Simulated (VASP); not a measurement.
Here is a VASP 6.6.1 calculation.

The input INCAR:

```
PREC = Accurate ; ENCUT = 600
EDIFF = 1E-7 ; ISMEAR = -1
SIGMA = 0.05 ; LREAL = False
LASPH = True ; NELM = 120
ALGO = Normal ; ISIF = 3
LWAVE = False ; LCHARG = False
GGA = PE ; ALDAC = 0.0
AGGAC = 0.0 ; IBRION = 2
NSW = 60 ; EDIFFG = -0.01
GGA_COMPAT = False ; NELMIN = 4
```

Contents of KPOINTS:

```
regular mesh
0
Gamma
  13 13 13
```

File POSCAR:

```
Cu
1.0
    0.0000000000      1.8075000000      1.8075000000
    1.8075000000      0.0000000000      1.8075000000
    1.8075000000      1.8075000000      0.0000000000
Cu
1
Direct
    0.0000000000      0.0000000000      0.0000000000
```

Potentials or basis: VASP PAW PBE potentials, release 64 (Cu).

The run is started by

```bash
$ cat potpaw_PBE.64/Cu/POTCAR > POTCAR
$ mpirun -np 1 vasp_std > vasp.out
```

**Question.** Estimate the relaxed volume.

**Answer.** 14.28 Å³/atom.

**Question.** What does it give for the space group after relaxing (to 0.05 Å)?

**Answer.** Fm-3m (No. 225).

**Question.** Predict the relaxed cell.

**Answer.** a = 2.723 Å, b = 2.723 Å, c = 2.723 Å, α = 60.00°, β = 60.00°, γ = 60.00°.

Final structure:
```cif
data_structure
_symmetry_space_group_name_H-M 'P 1'
_symmetry_Int_Tables_number 1
_cell_length_a 2.7229
_cell_length_b 2.7229
_cell_length_c 2.7229
_cell_angle_alpha 60.000
_cell_angle_beta 60.000
_cell_angle_gamma 60.000
_cell_volume 14.28
loop_
_atom_site_label
_atom_site_type_symbol
_atom_site_fract_x
_atom_site_fract_y
_atom_site_fract_z
_atom_site_occupancy
Cu1 Cu 0.00000 0.00000 0.00000 1
```

Caveat: the volume moved by over 15 % at a fixed basis, so the end points are rough; the volume moved by +21 % from the deposited cell, more than functionals usually miss. Zero-point motion and thermal expansion aren't in these numbers.
